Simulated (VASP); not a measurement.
Set up this calculation in VASP 6.6.1, as the native input.

- Task: single point
- Functional: LDA
- Potentials or basis: VASP PAW LDA potentials, release 64 (Mg, O)
- Cutoff: 520 eV
- k mesh: 9 × 9 × 6
- Occupations: gaussian, width 0.05 eV
- Spin: no spin polarisation
- Dipole correction: no
- Further INCAR settings: ALGO = Normal; EDIFF = 1e-07; NBANDS = 16

The structure of MgO lies in POSCAR:

```
MgO
1.0
    3.2043501923      0.0000000000      0.0000000000
   -1.6021750962      2.7750486692      0.0000000000
    0.0000000000      0.0000000000      5.3097698531
Mg O
2 2
Direct
    0.3333333333      0.6666666667      0.0021597400
    0.6666666667      0.3333333333      0.5021597400
    0.3333333333      0.6666666667      0.4024402600
    0.6666666667      0.3333333333      0.9024402600
```

This cell differs from its parent crystal: ratio of the length along z to the lengths across it x 1.1, volume and fractional coordinates fixed.

One way to write it, as run:

INCAR

```
SYSTEM = MgO
PREC = Accurate ; ENCUT = 520
EDIFF = 1E-7 ; ISMEAR = 0
SIGMA = 0.05 ; LREAL = .False.
LASPH = .True. ; NELM = 100
ALGO = Normal ; ISIF = 2
LWAVE = .False. ; LCHARG = .True.
LELF = .True. ; LVHAR = .True.
NBANDS = 16
```

KPOINTS

```
regular mesh
0
Gamma
  9 9 6
  0 0 0
```

Potentials or basis: VASP PAW LDA potentials, release 64 (Mg, O).

The run is started by

```console
$ cat potpaw_LDA.64/Mg/POTCAR potpaw_LDA.64/O/POTCAR > POTCAR
$ mpirun -np 1 vasp_std > vasp.out
```

It gave:

The pressure is -2.5 GPa. The largest force is 0.723 eV/Å. The band gap on the k mesh is 3.52 eV, direct.

Run time: 34 s on 1 thread of Intel Xeon 8259CL, on a shared host, peak memory 0.16 GiB.
